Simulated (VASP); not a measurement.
A run of VASP 6.6.1 is set up as follows.

POSCAR

```
RbBr
1.0
   -0.1369801859      3.7325165899      3.7325165899
    3.7325165899     -0.1369801859      3.7325165899
    3.7325165899      3.7325165899     -0.1369801859
Rb Br
1 1
Direct
   -0.0051072763     -0.0051072763     -0.0051072763
    0.2551072763      0.2551072763      0.2551072763
```

INCAR.step1

```
PREC = Accurate ; ENCUT = 520
ISMEAR = 0 ; SIGMA = 0.01
LREAL = False ; LASPH = True
NELM = 100 ; NBANDS = 15
GGA = PE ; ALGO = Normal
EDIFF = 1E-4 ; LWAVE = True
LCHARG = False
```

Contents of INCAR.step2:

```
PREC = Accurate ; ENCUT = 520
EDIFF = 1E-7 ; ISMEAR = 0
SIGMA = 0.01 ; LREAL = False
LASPH = True ; NELM = 100
ALGO = Normal ; ISIF = 2
LWAVE = False ; LCHARG = False
METAGGA = R2SCAN ; LMIXTAU = True
NBANDS = 15 ; ISTART = 1
```

File KPOINTS:

```
regular mesh
0
Gamma
  6 6 6
```

Potentials or basis: VASP PAW PBE potentials, release 64 (Rb_sv, Br).

Run with:

```sh
$ cat potpaw_PBE.64/Rb_sv/POTCAR potpaw_PBE.64/Br/POTCAR > POTCAR
$ cp INCAR.step1 INCAR
$ mpirun -np 1 vasp_std > vasp.out
$ cp INCAR.step2 INCAR
$ mpirun -np 1 vasp_std > vasp.out
```

Problem. What does it give for the pressure?

Solution. 0.5 GPa.

Problem. Predict the band gap on the k mesh.

Solution. 4.68 eV (least direct gap 4.76 eV).

Forces in eV/Å, atoms in the order of the input:
```
Rb   0.004  0.004  0.004
Br  -0.004 -0.004 -0.004
```

Caveat: the cell differs from its parent crystal (strain along [111] -5.3%); the structure was generated, so it needn't be the stable form of RbBr; the PAW data sets were made with another functional, which shifts forces and pressure a little. A k mesh can miss the band edges.
